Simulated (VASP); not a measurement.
# HfH2: vibrations by perturbation theory with PBEsol

Crystal: HfH2.

```
Hf H
1.0
    -1.72794    1.72794    2.13259
     1.72794   -1.72794    2.13259
     1.72794    1.72794   -2.13259
Hf H
1 2
Direct
  0.00000 0.00000 0.00000
  0.75000 0.25000 0.50000
  0.25000 0.75000 0.50000
```

| Item | Value |
| --- | --- |
| Program | VASP 6.6.1 |
| Task | vibrations by perturbation theory |
| Functional | PBEsol |
| Potentials or basis | VASP PAW PBE potentials, release 64 (Hf_pv, H) |
| Cutoff | 520 eV |
| k mesh | 16 × 16 × 16 |
| Occupations | fermi-dirac, width 0.15 eV |
| Spin | no spin polarisation |
| Dipole correction | no |
| Further INCAR settings | ALGO = Normal; EDIFF = 1e-08; IBRION = 8; NSW = 1 |

```json
{"Highest phonon frequency at Γ": "1375 cm⁻¹"}
```

Phonon frequencies in cm⁻¹ (negative: imaginary):
```
              q point                          frequencies
(0.000, 0.000, 0.000)  0 0 0 1091 1091 1155 1264 1264 1375
```

Wall time 15 min on 1 thread of Intel Xeon 8259CL, on a shared host, peak memory 0.72 GiB.
